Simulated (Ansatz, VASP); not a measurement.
**AlRu in VASP and in Ansatz**

INCAR

```
SYSTEM = AlRu
  ALGO = Fast
  EDIFF = 1E-6
  ENCUT = 520
  GGA = PS
  ISIF = 2
  ISMEAR = 0
  LASPH = .True.
  LCHARG = .False.
  LREAL = .False.
  LWAVE = .False.
  NBANDS = 16
  NELM = 100
  PREC = Accurate
  SIGMA = 0.15
```

KPOINTS

```
k-points
0
Gamma
  20 20 20
  0 0 0
```

File POSCAR:

```
AlRu
1.0
    2.9764078218      0.0000000000      0.0000000000
    0.0000000000      2.9764078218      0.0000000000
    0.0000000000      0.0000000000      2.9764078218
Al Ru
1 1
Direct
   -0.0534533691     -0.0534533691      0.0000000000
    0.5000000000      0.5000000000      0.5000000000
```

Input for Ansatz:

```yaml
crystal:
  lattice:
    - [2.9764078218, 0.0, 0.0]
    - [0.0, 2.9764078218, 0.0]
    - [0.0, 0.0, 2.9764078218]
  atoms:
    - { symbol: Al, position: [-0.0534533691, -0.0534533691, 0.0] }
    - { symbol: Ru, position: [0.5, 0.5, 0.5] }
basis:
  ecutwfc: 420
kpoints:
  mp_grid: { grid: [20, 20, 20] }
hamiltonian:
  xc: pbesol
scf:
  occupations: { method: gaussian, width: 0.15 }
output:
  forces: true
  stress: true
  eigenvalues: true
```

Alike in both runs: task single point; functional PBEsol; k mesh 20 × 20 × 20; occupations gaussian, width 0.15 eV; no spin polarisation.

```csv
,VASP,Ansatz
version,VASP 6.6.1,Ansatz 0.2.0
potentials or method,"VASP PAW PBE potentials, release 64 (Al, Ru_pv), cutoff 520 eV","scalar-relativistic, plane waves, PAW"
valence electrons in the cell,17,19
```

VASP gave:

| Item | Value |
| --- | --- |
| gap on the k mesh at the Fermi level (eV) | none |
| pressure (GPa) | 4.2 |
| traceless stress, the component that is largest in VASP (GPa) | 4.12 |
| rms of the force components (eV/Å) | 1.133 |

Task: What did Ansatz give for the same quantities?

Result: gap on the k mesh at the Fermi level (eV): none; pressure (GPa): 4.1; traceless stress, the component that is largest in VASP (GPa): 4.07; rms of the force components (eV/Å): 1.122.

VASP's potentials were made for PBE, not for PBEsol. Atom by atom the forces differ by 0.011 eV/Å (rms over components). A gap of «none» marks a metal or a gap that the smearing closes. VASP's potentials hold 17 valence electrons a cell and Ansatz's 19, so a difference there can come from the potentials and not from the codes.
